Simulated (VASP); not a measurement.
Eu:

```
Eu
1.0
    -2.30300    2.30300    2.30300
     2.30300   -2.30300    2.30300
     2.30300    2.30300   -2.30300
Eu
1
Direct
  0.00000 0.00000 0.00000
```

Base run:

| Item | Value |
| --- | --- |
| Program | VASP 6.6.1 |
| Functional | PBE |
| Potentials or basis | VASP PAW PBE potentials, release 64 (Eu) |
| Cutoff | 520 eV |
| k mesh | 10 × 10 × 10 |
| Occupations | fermi-dirac, width 0.05 eV |
| Spin | collinear spin, ferromagnetic start |
| Starting moments | [6.67] μB |
| Fixed moment | 6.67 μB |

Its results: pressure -1.7 GPa; site moments Eu +6.53 μB.

Problem. After a change of settings the same cell gave: pressure -2.7 GPa; site moments Eu +7.24 μB. Which change was it?
A. fixed moment from 6.67 μB to 11.11 μB; moments at the start from [6.67] to [11.11]
B. fixed moment from 6.67 μB to 9.26 μB; moments at the start from [6.67] to [9.26]
C. fixed moment from 6.67 μB to none; moments at the start from [6.67] to [7.1]
D. fixed moment from 6.67 μB to 8.15 μB; moments at the start from [6.67] to [8.15]

Solution. B.

Caveats: the total moment is fixed, so each spin has its own Fermi level and the state may be an excited one.
